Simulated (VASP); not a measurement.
Write the native input for VASP 6.6.1 that does the following.

* Task: single point
* Functional: PBE
* Potentials or basis: VASP PAW PBE potentials, release 64 (Sn_d, Se)
* Cutoff: 520 eV
* k mesh: 12 × 12 × 6
* Occupations: gaussian, width 0.05 eV
* Spin: no spin polarisation
* Dipole correction: no
* Further INCAR settings: ALGO = Normal; EDIFF = 1e-06; NBANDS = 20

The structure of SnSe2 lies in POSCAR:

```
SnSe2
1.0
    3.8109987816      0.0000000000      0.0000000000
   -1.9054993908      3.3004217586      0.0000000000
    0.0000000000      0.0000000000      6.1370000000
Sn Se
1 2
Direct
    0.0000000000      0.0000000000      0.0000000000
    0.3193532091      0.6387064182      0.2395149068
    0.6526865424      0.3053730849      0.7395149068
```

This cell differs from its parent crystal: all Se atoms moved +0.113 Å, as atom 2 towards its neighbour atom 1 (Sn) at 2.682 Å.

One way to write it, as run:

INCAR

```
SYSTEM = SnSe2
PREC     = Accurate       ! precision mode
ENCUT    = 520            ! plane-wave cutoff, eV
EDIFF    = 1E-6           ! SCF threshold, eV
ISMEAR   = 0              ! smearing method
SIGMA    = 0.05           ! smearing width, eV
LREAL    = .FALSE.        ! projectors in reciprocal space
LASPH    = .TRUE.         ! aspherical terms in the spheres
NELM     = 80             ! most SCF steps
ALGO     = Normal         ! electronic algorithm
ISIF     = 2              ! what is computed and relaxed
LWAVE    = .FALSE.        ! write WAVECAR
LCHARG   = .FALSE.        ! write CHGCAR
GGA      = PE             ! functional
NBANDS   = 20             ! bands
```

KPOINTS

```
regular mesh
0
G
  12 12 6
  0 0 0
```

Potentials or basis: VASP PAW PBE potentials, release 64 (Sn_d, Se).

Run with:

```console
$ cat potpaw_PBE.64/Sn_d/POTCAR potpaw_PBE.64/Se/POTCAR > POTCAR
$ mpirun -np 1 vasp_std > vasp.out
```

Results of the run:

```
Pressure               : 5.7 GPa
Largest force          : 1.405 eV/Å
Band gap on the k mesh : 0.68 eV (least direct gap 1.04 eV)
```

Caveat: the cell differs from its parent crystal (all Se atoms moved +0.113 Å, as atom 2 towards its neighbour atom 1 (Sn) at 2.682 Å); the cell stands under pressure; semilocal functionals underestimate gaps, and a narrow one can read as zero; spin-orbit coupling is left out, which moves the levels of the heavy elements; this functional lacks dispersion, which binds layers or chains, so the pressure and a relaxed spacing across them are unreliable; forces of over 1 eV/Å act on the atoms, so gaps and moduli don't describe the material at rest.

It took 4.6 min on 1 thread of Oxide Virtual Turin-like Processor, with other jobs on the host, peak memory 0.42 GiB.
